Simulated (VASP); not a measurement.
Write the native input for VASP 6.6.1 that does the following.

```
Task                   : relaxation of volume and atoms at fixed shape
Functional             : LDA
Potentials or basis    : VASP PAW LDA potentials, release 64 (Hf_pv)
Cutoff                 : 600 eV
k mesh                 : 8 × 8 × 5
Occupations            : gaussian, width 0.05 eV
Spin                   : no spin polarisation
Dipole correction      : no
Further INCAR settings : ALGO = Normal; EDIFF = 1e-06; IBRION = 2; EDIFFG = -0.01; NSW = 60; ISIF = 8
```

The structure of Hf lies in POSCAR:

```
Hf
1.0
    3.1967000000      0.0000000000      0.0000000000
   -1.5983500000      2.7684234083      0.0000000000
    0.0000000000      0.0000000000      5.0578000000
Hf
2
Direct
    0.3333330000      0.6666670000      0.2500000000
    0.6666670000      0.3333330000      0.7500000000
```

These files were run (other wordings do the same):

INCAR

```
PREC = Accurate
ENCUT = 600
EDIFF = 1E-6
ISMEAR = 0
SIGMA = 0.05
LREAL = F
LASPH = T
NELM = 100
ALGO = Normal
ISIF = 8
LWAVE = F
LCHARG = F
GGA = CA
IBRION = 2
NSW = 60
EDIFFG = -0.01
```

KPOINTS

```
Automatic mesh
0
Gamma
  8 8 5
```

Potentials or basis: VASP PAW LDA potentials, release 64 (Hf_pv).

The run is started by

```sh
$ cat potpaw_LDA.64/Hf_pv/POTCAR > POTCAR
$ mpirun -np 1 vasp_std > vasp.out
```

It gave:

| Property | Result |
| --- | --- |
| Relaxed volume | 20.91 Å³/atom |
| Relaxed cell | a = 3.125 Å, b = 3.125 Å, c = 4.945 Å, α = 90.00°, β = 90.00°, γ = 120.00° |
| Space group after relaxing (to 0.05 Å) | P6_3/mmc (No. 194) |
| Energy gained by relaxing | 36.0 meV/atom |
| Ionic steps | 5 |
| Pressure after relaxing | -0.1 GPa |
| Band gap on the k mesh | zero (band 10 reaches 6.40 eV, above the bottom of band 11 at 4.96 eV) |

Caveat: spin-orbit coupling is left out, which moves the levels of the heavy elements.

Run time: 25 s on 1 thread of Intel(R) Xeon(R) 6975P-C (Granite Rapids) (shared host), peak memory 0.17 GiB.
